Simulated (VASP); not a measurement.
# V in VASP: further runs

Runs on V. Level: r2SCAN. Tasks: single point, relaxation of cell and atoms.

All numbers are computed with VASP 6.6.1; they aren't measurements. Logs are shortened: lines on timing, memory, paths and dates and some standing lists are left out, and cuts for length are marked.

**1. The cell of the first run**

The structure is orthorhombic, space group Fmmm (No. 69). The conventional cell has a = 2.841 Å, b = 4.304 Å, c = 8.928 Å, α = 90.00°, β = 90.00°, γ = 90.00°. Within 3.2 Å of V (site symmetry mm2) lie 11 V at 2.41 to 2.97 Å.

**2. Single point, r2SCAN**

POSCAR reads:

```
V
1.0
    0.0000000000      2.1520040667      4.4639072486
    1.4205856409      0.0000000000      4.4639072486
    1.4205856409      2.1520040667      0.0000000000
V
2
Direct
    0.1350864403      0.1350864403      0.8649135597
    0.8649135597      0.8649135597      0.1350864403
```

INCAR.step1 reads:

```
PREC = Accurate ; ENCUT = 550
ISMEAR = 0 ; SIGMA = 0.1
LREAL = F ; LASPH = T
NELM = 120 ; NBANDS = 20
GGA = PE ; ALGO = Normal
EDIFF = 1E-5 ; LWAVE = T
LCHARG = F ; GGA_COMPAT = F
```

INCAR.step2 reads:

```
PREC = Accurate ; ENCUT = 550
EDIFF = 1E-6 ; ISMEAR = 0
SIGMA = 0.1 ; LREAL = F
LASPH = T ; NELM = 120
ALGO = Normal ; ISIF = 2
LWAVE = F ; LCHARG = F
METAGGA = R2SCAN ; LMIXTAU = T
NBANDS = 20 ; ISTART = 1
GGA_COMPAT = F
```

KPOINTS reads:

```
regular mesh
0
Gamma
  8 8 8
```

Potentials or basis: VASP PAW PBE potentials, release 64 (V_sv).

Command:

```
$ cat potpaw_PBE.64/V_sv/POTCAR > POTCAR
$ cp INCAR.step1 INCAR
$ mpirun -np 1 vasp_std > vasp.out
$ cp INCAR.step2 INCAR
$ mpirun -np 1 vasp_std > vasp.out
```

OUTCAR:

```text
PREC = Accurate
   ENCUT = 550
   EDIFF = 1E-6
   ISMEAR = 0
   LREAL = F
   LASPH = T
   NELM = 120
   ISIF = 2
   METAGGA = R2SCAN
   ISTART = 1

 ion  position               nearest neighbor table
   1  0.135  0.135  0.865-   2 2.41   2 2.50   2 2.50
   2  0.865  0.865  0.135-   1 2.41   1 2.50   1 2.50

  LATTYP: Found a face centered orthorhombic cell.
 ALAT       =     2.8411712818
 B/A-ratio  =     1.5148710537
 C/A-ratio  =     3.1423006963

  Lattice vectors:

 A1 = (   0.0000000000,   2.1520040667,   4.4639072486)
 A2 = (   1.4205856409,   0.0000000000,   4.4639072486)
 A3 = (   1.4205856409,   2.1520040667,   0.0000000000)

Analysis of symmetry for initial positions (statically):
=====================================================================
 Subroutine PRICEL returns:
 Original cell was already a primitive cell.

 Routine SETGRP: Setting up the symmetry group for a
 face centered orthorhombic supercell.

 Subroutine GETGRP returns: Found  8 space group operations
 (whereof  8 operations were pure point group operations)
 out of a pool of  8 trial point group operations.

The static configuration has the point symmetry D_2h.

Analysis of symmetry for dynamics (positions and initial velocities):
=====================================================================
 Subroutine PRICEL returns:
 Original cell was already a primitive cell.

 Routine SETGRP: Setting up the symmetry group for a
 face centered orthorhombic supercell.

 Subroutine GETGRP returns: Found  8 space group operations
 (whereof  8 operations were pure point group operations)
 out of a pool of  8 trial point group operations.

The dynamic configuration has the point symmetry D_2h.

 Subroutine INISYM returns: Found  8 space group operations
 (whereof  8 operations are pure point group operations),
 and found     1 'primitive' translations

----------------------------------------------------------------------------------------

                                     Primitive cell

  volume of cell :      27.2933

  direct lattice vectors                    reciprocal lattice vectors
     0.000000000  2.152004067  4.463907249    -0.351967516  0.232341568  0.112009496
     1.420585641  0.000000000  4.463907249     0.351967516 -0.232341568  0.112009496
     1.420585641  2.152004067  0.000000000     0.351967516  0.232341568 -0.112009496

  length of vectors
     4.955561464  4.684499065  2.578601378     0.436359788  0.436359788  0.436359788

  position of ions in fractional coordinates (direct lattice)
     0.135086440  0.135086440  0.864913560
     0.864913560  0.864913560  0.135086440

  ion indices of the primitive-cell ions
   primitive index   ion index
                 1           1
                 2           2

----------------------------------------------------------------------------------------

 KPOINTS: regular mesh

Automatic generation of k-mesh.
 Grid dimensions read from file:
 generate k-points for:    8    8    8

 Generating k-lattice:

  Cartesian coordinates                     Fractional coordinates (reciprocal lattice)
    -0.043995940  0.029042696  0.014001187     0.125000000  0.000000000  0.000000000
     0.043995940 -0.029042696  0.014001187     0.000000000  0.125000000  0.000000000
     0.043995940  0.029042696 -0.014001187     0.000000000  0.000000000  0.125000000

  Length of vectors
     0.054544973  0.054544973  0.054544973

  Shift w.r.t. Gamma in fractional coordinates (k-lattice)
     0.000000000  0.000000000  0.000000000

 Subroutine IBZKPT returns following result:
 ===========================================

 Found     95 irreducible k-points:

 Following reciprocal coordinates:
            Coordinates               Weight
  0.000000  0.000000  0.000000      1.000000
  0.125000  0.000000  0.000000      8.000000
  0.250000  0.000000  0.000000      8.000000
  0.375000  0.000000  0.000000      8.000000
  0.500000  0.000000  0.000000      4.000000
  0.125000  0.125000  0.000000      2.000000
[... 16 lines left out ...]
  0.250000  0.000000  0.125000      8.000000
  0.375000  0.000000  0.125000      8.000000
 [... further k-points ...]
   k-points           NKPTS =     95   k-points in BZ     NKDIM =     95   number of bands    NBANDS=     20
   number of dos      NEDOS =    301   number of ions     NIONS =      2
   total plane-waves  NPLWV =  28800
   dimension x,y,z NGX =    40 NGY =   36 NGZ =   20
   dimension x,y,z NGXF=    80 NGYF=   72 NGZF=   40
   ions per type =               2
   NGX,Y,Z   is equivalent  to a cutoff of  13.42, 12.78, 12.89 a.u.
   NGXF,Y,Z  is equivalent  to a cutoff of  26.84, 25.55, 25.79 a.u.
 SYSTEM =  unknown system
   PREC   = accura    normal or accurate (medium, high low for compatibility)
   ISTART =      1    job   : 0-new  1-cont  2-samecut
   ICHARG =      0    charge: 1-file 2-atom 10-const
   ISPIN  =      1    spin polarized calculation?
   LNONCOLLINEAR =      F non collinear calculations
   LSORBIT =      F    spin-orbit coupling
   LASPH  =      T    aspherical Exc in radial PAW
   ENCUT  =  550.0 eV  40.42 Ry    6.36 a.u.   9.48  8.96  4.93*2*pi/ulx,y,z
   NELM   =    120;   NELMIN=  2; NELMDL=  0     # of ELM steps
   EDIFF  = 0.1E-05   stopping-criterion for ELM
   LREAL  =      F    real-space projection
   EDIFFG = 0.1E-04   stopping-criterion for IOM
   NSW    =      0    number of steps for IOM
[... 5 lines left out ...]
   TEBEG  =    0.0;   TEEND  =   0.0 temperature during run
   PSTRESS=    0.0 pullay stress
   NELECT =      26.0000    total number of electrons
   NUPDOWN=      -1.0000    fix difference up-down
   EMIN   =  10.00;   EMAX   =-10.00  energy-range for DOS
   EFERMI =   0.00;   METHOD = LEGACY
   ISMEAR =     0;   SIGMA  =   0.10  broadening in eV -4-tet -1-fermi 0-gaus
   EFERMI_NEDOS =   21; number of points for ismear=-14 and -15
   IALGO  =     38    algorithm
   IMIX   =      4    mixing-type and parameters
     AMIX     =   0.40;   BMIX     =  1.00
     AMIX_MAG =   1.60;   BMIX_MAG =  1.00
  volume/ion in A,a.u.               =      13.65        92.09
  Fermi-wavevector in a.u.,A,eV,Ry     =   1.610821  3.044011 35.303657  2.594746
  Thomas-Fermi vector in A             =   2.706310
   LORBIT       =      0    0 simple, 1 ext, 2 COOP (PROOUT), +10 PAW based schemes
   METAGGA = R2SCAN    functional components
   LHFCALC =     F    Hartree Fock is set to
   AEXX    =    0.0000 exact exchange contribution
   IVDW    =     0    specifies the selected vdW correction
   LEPSILON=     F    determine dielectric tensor
   LRPA    =     F    only Hartree local field effects (RPA)
 non-spin polarized calculation
 Gauss-broadening in eV      SIGMA  =   0.10
  energy-cutoff  :      550.00
  volume of cell :       27.29
 maximum number of plane-waves:       821
 NGX is ok and might be reduce to    40
   NGX = 19   NGY = 17   NGZ =  9

 number of electron      25.9999993 magnetization

 Free energy of the ion-electron system (eV)
  ---------------------------------------------------
  ext. energy  EPLUGINS =         0.00000000
  ---------------------------------------------------
  free energy    TOTEN  =       -27.75733473 eV

  energy without entropy =      -27.75000357  energy(sigma->0) =      -27.75366915

 E-fermi :   9.9589     XC(G=0): -13.9149

 val. band max:        9.9448967446   @ k =   0.3750   0.5000   0.1250
 cond. band min:       9.9815935255   @ k =   0.2500   0.2500   0.0000
 fundamental gap:      0.0366967809
 Fermi energy:         9.9588905736

 k-point     1 :       0.0000    0.0000    0.0000
  band No.  band energies     occupation
      1     -56.7982      2.00000
      2     -56.5468      2.00000
      3     -30.1118      2.00000
      4     -29.0934      2.00000
      5     -28.9547      2.00000
      6     -28.8725      2.00000
[... 12 lines left out ...]
     19      12.4318      0.00000
     20      13.0554      0.00000

 k-point     2 :       0.1250    0.0000    0.0000
  band No.  band energies     occupation
      1     -56.7718      2.00000
      2     -56.5368      2.00000
      3     -30.0666      2.00000
      4     -29.1855      2.00000
      5     -29.0401      2.00000
      6     -28.8958      2.00000
[... 12 lines left out ...]
     19      12.9439      0.00000
     20      13.7320      0.00000

 k-point     3 :       0.2500    0.0000    0.0000
  band No.  band energies     occupation
      1     -56.7050      2.00000
      2     -56.5153      2.00000
      3     -29.9601      2.00000
      4     -29.4303      2.00000
      5     -29.2758      2.00000
      6     -28.9672      2.00000
[... 12 lines left out ...]
     19      12.7775      0.00000
     20      15.3623      0.00000

 k-point     4 :       0.3750    0.0000    0.0000
  band No.  band energies     occupation
      1     -56.6304      2.00000
      2     -56.5007      2.00000
      3     -29.8860      2.00000
      4     -29.6980      2.00000
      5     -29.4454      2.00000
      6     -29.0684      2.00000
[... 12 lines left out ...]
     19      13.0465      0.00000
     20      15.8517      0.00000

 k-point     5 :       0.5000    0.0000    0.0000
  band No.  band energies     occupation
      1     -56.5942      2.00000
      2     -56.4997      2.00000
      3     -29.8853      2.00000
      4     -29.8171      2.00000
      5     -29.4624      2.00000
      6     -29.1200      2.00000
[... 12 lines left out ...]
     19      14.5711      0.00000
     20      14.7400      0.00000

 k-point     6 :       0.1250    0.1250    0.0000
  band No.  band energies     occupation
      1     -56.7893      2.00000
      2     -56.5561      2.00000
      3     -30.0665      2.00000
      4     -29.1044      2.00000
      5     -28.9434      2.00000
      6     -28.9217      2.00000
[... 12 lines left out ...]
     19      12.7257      0.00000
     20      13.0436      0.00000

 k-point     7 :       0.2500    0.1250   -0.0000
  band No.  band energies     occupation
      1     -56.7549      2.00000
      2     -56.5544      2.00000
      3     -29.9823      2.00000
      4     -29.2148      2.00000
      5     -29.0215      2.00000
      6     -28.9503      2.00000
[... 12 lines left out ...]
     19      12.9464      0.00000
     20      13.5757      0.00000
[... 277 lines left out ...]
 k-point    20 :      -0.3750    0.3750    0.0000
  band No.  band energies     occupation
      1     -56.6167      2.00000
      2     -56.6051      2.00000
      3     -29.6489      2.00000
      4     -29.5041      2.00000
      5     -29.3000      2.00000
      6     -29.1427      2.00000
[... 12 lines left out ...]
     19      12.9460      0.00000
     20      13.9292      0.00000

 k-point    21 :       0.5000    0.5000    0.0000
  band No.  band energies     occupation
      1     -56.7005      2.00000
      2     -56.6472      2.00000
      3     -29.5216      2.00000
      4     -29.4894      2.00000
      5     -29.1505      2.00000
      6     -28.8958      2.00000
[... 12 lines left out ...]
     19      12.9690      0.00000
     20      13.7449      0.00000

 k-point    22 :       0.1250    0.0000    0.1250
  band No.  band energies     occupation
      1     -56.7679      2.00000
      2     -56.5225      2.00000
      3     -30.0753      2.00000
      4     -29.1389      2.00000
      5     -29.0048      2.00000
      6     -28.9974      2.00000
[... 12 lines left out ...]
     19      12.9904      0.00000
     20      13.7107      0.00000

 k-point    23 :       0.2500    0.0000    0.1250
  band No.  band energies     occupation
      1     -56.7194      2.00000
      2     -56.4955      2.00000
      3     -30.0054      2.00000
      4     -29.3119      2.00000
      5     -29.2537      2.00000
      6     -29.0050      2.00000
[... 12 lines left out ...]
     19      12.8825      0.00000
     20      15.3394      0.00000

 k-point    24 :       0.3750    0.0000    0.1250
  band No.  band energies     occupation
      1     -56.6509      2.00000
      2     -56.4749      2.00000
      3     -29.9127      2.00000
      4     -29.5907      2.00000
      5     -29.4699      2.00000
      6     -29.0640      2.00000
[... 12 lines left out ...]
     19      13.1770      0.00000
     20      16.5438      0.00000

 [... further k-points ...]

------------------------ aborting loop because EDIFF is reached ----------------------------------------

  FORCE on cell =-STRESS in cart. coord.  units (eV):
  Direction    XX          YY          ZZ          XY          YZ          ZX
  --------------------------------------------------------------------------------------
  -------------------------------------------------------------------------------------
  Total        0.1066607      0.1008161      0.2205482     -0.0000000      0.0000000      0.0000000
  in kB        6.2612256      5.9181342     12.9466825     -0.0000000      0.0000000      0.0000000
  external PRESSURE =       8.3753474 kB  Pullay stress =       0.0000000 kB

 VOLUME and BASIS-vectors are now :
 -----------------------------------------------------------------------------
  energy-cutoff  :      550.00
  volume of cell :       27.29
      direct lattice vectors                 reciprocal lattice vectors
     0.000000000  2.152004067  4.463907249    -0.351967516  0.232341568  0.112009496
     1.420585641  0.000000000  4.463907249     0.351967516 -0.232341568  0.112009496
     1.420585641  2.152004067  0.000000000     0.351967516  0.232341568 -0.112009496

 POSITION                                       TOTAL-FORCE (eV/Angst)
 -----------------------------------------------------------------------------------
      1.42059      2.15200      1.20603         0.000000      0.000000     -0.029250
      1.42059      2.15200      7.72179         0.000000      0.000000      0.029250
 -----------------------------------------------------------------------------------
    total drift:                                0.000000      0.000000     -0.000000

  FREE ENERGIE OF THE ION-ELECTRON SYSTEM (eV)
  ---------------------------------------------------
  free  energy   TOTEN  =       -27.7573347299 eV

  energy  without entropy=      -27.7500035710  energy(sigma->0) =      -27.75366915
```

It took 10 min on 1 thread of Oxide Virtual Turin-like, shared host; peak memory 0.17 GiB.

What came out:

* Free energy: -27.7573 eV
* Pressure: 0.8 GPa
* Largest force: 0.029 eV/Å
* Band gap on the k mesh: zero (bands 13 and 14 overlap by 1.07 eV)

Forces on the atoms (eV/Å):
```
V    0.000  0.000 -0.029
V    0.000  0.000  0.029
```

Caveat: the PAW data sets were made with another functional, which shifts forces and pressure a little.

**3. Relaxation of cell and atoms, r2SCAN**

POSCAR reads:

```
V
1.0
    0.0000000000      2.1724553168      4.4658429675
    1.4069362690      0.0000000000      4.4658429675
    1.4069362690      2.1724553168      0.0000000000
V
2
Direct
    0.1348218156      0.1348218156      0.8651781844
    0.8651781844      0.8651781844      0.1348218156
```

INCAR.step1 reads:

```
SYSTEM = V
PREC = Accurate ; ENCUT = 550
ISMEAR = 0 ; SIGMA = 0.1
LREAL = .FALSE. ; LASPH = .TRUE.
NELM = 120 ; GGA = PE
ALGO = Normal ; EDIFF = 1E-5
LWAVE = .TRUE. ; LCHARG = .FALSE.
GGA_COMPAT = .FALSE. ; IBRION = 2
ISIF = 3 ; EDIFFG = -0.005
NELMIN = 4 ; NSW = 100
```

INCAR.step2 reads:

```
SYSTEM = V
PREC = Accurate ; ENCUT = 550
EDIFF = 1E-7 ; ISMEAR = 0
SIGMA = 0.1 ; LREAL = .FALSE.
LASPH = .TRUE. ; NELM = 120
ALGO = Normal ; ISIF = 3
LWAVE = .FALSE. ; LCHARG = .FALSE.
METAGGA = R2SCAN ; LMIXTAU = .TRUE.
IBRION = 2 ; NSW = 90
EDIFFG = -0.04 ; ISTART = 1
GGA_COMPAT = .FALSE. ; NELMIN = 4
```

KPOINTS reads:

```
regular mesh
0
G
  8 8 8
  0 0 0
```

Potentials or basis: VASP PAW PBE potentials, release 64 (V_sv).

Command:

```
$ cat potpaw_PBE.64/V_sv/POTCAR > POTCAR
$ cp INCAR.step1 INCAR
$ mpirun -np 1 vasp_std > vasp.out
$ cp INCAR.step2 INCAR
$ mpirun -np 1 vasp_std > vasp.out
```

It took 74 min on 1 thread of Oxide Virtual Turin-like, shared host; peak memory 0.18 GiB.

It converged, with:

* Free energy: -27.7579 eV
* Relaxed volume: 13.70 Å³/atom
* Relaxed cell: a = 4.971 Å, b = 4.702 Å, c = 2.578 Å, α = 80.40°, β = 68.84°, γ = 30.75°
* Space group after relaxing (to 0.1 Å): Fmmm (No. 69)
* Energy gained by relaxing: 1.0 meV/atom
* Ionic steps: 6
* Pressure after relaxing: 0.0 GPa
* Largest force after relaxing: 0.017 eV/Å
* Band gap on the k mesh: zero (bands 13 and 14 overlap by 1.08 eV)

Forces on the atoms (eV/Å):
```
V    0.000  0.000 -0.017
V    0.000  0.000  0.017
```

Stress tensor (GPa, compression positive):
```
-0.10  0.00  0.00
 0.00 -0.14  0.00
 0.00  0.00  0.25
```

The path:
```csv
step,energy change (eV),largest force (eV/Å),pressure (GPa),volume (Å³)
1,0.0000,0.0282,0.89,27.30
2,-0.0005,0.0638,-1.24,27.60
3,-0.0009,0.0266,-0.38,27.48
4,-0.0015,0.0194,-0.17,27.44
5,-0.0017,0.0100,0.07,27.40
6,-0.0019,0.0170,0.00,27.41
```

Final structure:
```xyz
2
Lattice="0.0000 2.1507 4.4818 1.4218 0.0000 4.4818 1.4218 2.1507 0.0000" Properties=species:S:1:pos:R:3 pbc="T T T"
V     1.4218    2.1507    1.2102
V     1.4218    2.1507    7.7534
```

Levels at points of the mesh, in eV from the Fermi level:
```tsv
k point	band 11	band 12	band 13	band 14	band 15	band 16
(0.00, 0.00, 0.00)	-1.38	-0.72	-0.24	0.45	1.44	1.44
(0.50, 0.00, 0.00)	-2.04	-1.77	-0.11	0.98	1.57	2.70
(0.50, 0.50, 0.00)	-2.23	-1.07	0.17	0.34	0.48	1.62
(0.50, 0.00, 0.50)	-2.66	-0.04	0.30	0.94	1.40	2.26
(0.00, 0.50, 0.50)	-2.37	-1.99	-0.90	0.30	2.48	3.30
```

Caveat: the PAW data sets were made with another functional, which shifts forces and pressure a little.

(Part 1 of 2 ends here.)

The gap in the log of VASP goes by the Fermi energy; the results here count the filled bands.